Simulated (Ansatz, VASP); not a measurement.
**Two plane-wave programs on GaP**

File INCAR:

```
SYSTEM = GaP
ALGO = Normal ; EDIFF = 1E-6
ENCUT = 520 ; GGA = PS
ISIF = 2 ; ISMEAR = 0
LASPH = .True. ; LCHARG = .False.
LREAL = .False. ; LWAVE = .False.
NBANDS = 26 ; NELM = 60
PREC = Accurate ; SIGMA = 0.01
```

Contents of KPOINTS:

```
k-points
0
Gamma
  6 6 6
  0 0 0
```

The input POSCAR:

```
GaP
1.0
    1.9430200000      1.1218000000      6.4308100000
   -1.9430200000      1.1218000000      6.4308100000
    0.0000000000     -2.2436000000      6.4308100000
Ga P
2 2
Direct
    0.4353700000      0.4353700000      0.4353700000
    0.5646300000      0.5646300000      0.5646300000
    0.0573900000      0.0573900000      0.0573900000
    0.9426100000      0.9426100000      0.9426100000
```

Input for Ansatz:

```yaml
crystal:
  lattice:
    - [1.94302, 1.1218, 6.43081]
    - [-1.94302, 1.1218, 6.43081]
    - [0.0, -2.2436, 6.43081]
  atoms:
    - { symbol: Ga, position: [0.43537, 0.43537, 0.43537] }
    - { symbol: Ga, position: [0.56463, 0.56463, 0.56463] }
    - { symbol: P, position: [0.05739, 0.05739, 0.05739] }
    - { symbol: P, position: [0.94261, 0.94261, 0.94261] }
basis:
  ecutwfc: 435.382179935808
kpoints:
  mp_grid:
    grid: [6, 6, 6]
hamiltonian:
  xc: pbesol
scf:
  convergence:
    dr2_threshold: 1.0e-10
  occupations:
    method: fixed
output:
  eigenvalues: true
```

Alike in both runs: task single point; functional PBEsol; k mesh 6 × 6 × 6; no spin polarisation.

|  | VASP | Ansatz |
| --- | --- | --- |
| version | VASP 6.6.1 | Ansatz 0.2.0 |
| potentials or method | VASP PAW PBE potentials, release 64 (Ga_d, P), cutoff 520 eV | plane waves, PAW |
| occupations | gaussian, width 0.01 eV | fixed |
| valence electrons in the cell | 36 | 36 |

VASP gave:

- gap on the k mesh at the Fermi level (eV): 0.74

Task: Which values does Ansatz return?

Result: gap on the k mesh at the Fermi level (eV): 0.73.

VASP's potentials were made for PBE, not for PBEsol.
